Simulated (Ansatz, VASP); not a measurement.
# CsSnBr3: VASP beside Ansatz

```
Cs Sn Br
1.0
     5.66735    0.00000    0.00000
     0.00000    5.66735    0.00000
     0.00000    0.00000    5.66735
Cs Sn Br
1 1 3
Direct
  0.00000 0.00000 0.00000
  0.50000 0.50000 0.50000
  0.50000 0.00000 0.50000
  0.50000 0.50000 0.00000
  0.00000 0.50000 0.50000
```

Alike in both runs: functional LDA; k mesh 6 × 6 × 6; occupations gaussian, width 0.02 eV; no spin polarisation.

Ansatz relaxed the structure, and its values are those at the end. VASP's run is a single point on that final structure, the one shown.

|  | VASP | Ansatz |
| --- | --- | --- |
| version | VASP 6.6.1 | Ansatz 0.2.0 |
| potentials or method | VASP PAW LDA potentials, release 64 (Cs_sv, Sn_d, Br), cutoff 500 eV | scalar-relativistic, plane waves, PAW |
| valence electrons in the cell | 44 | 44 |

```tsv
	VASP	Ansatz	Ansatz less VASP
gap on the k mesh at the Fermi level (eV)	none	none	-
pressure (GPa)	0.0	0.0	-0.04
```

LDA's correlation is that of Perdew and Zunger in VASP and of Perdew and Wang (1992) in Ansatz. A gap of «none» marks a metal or a gap that the smearing closes.

Spin-orbit coupling is off throughout.
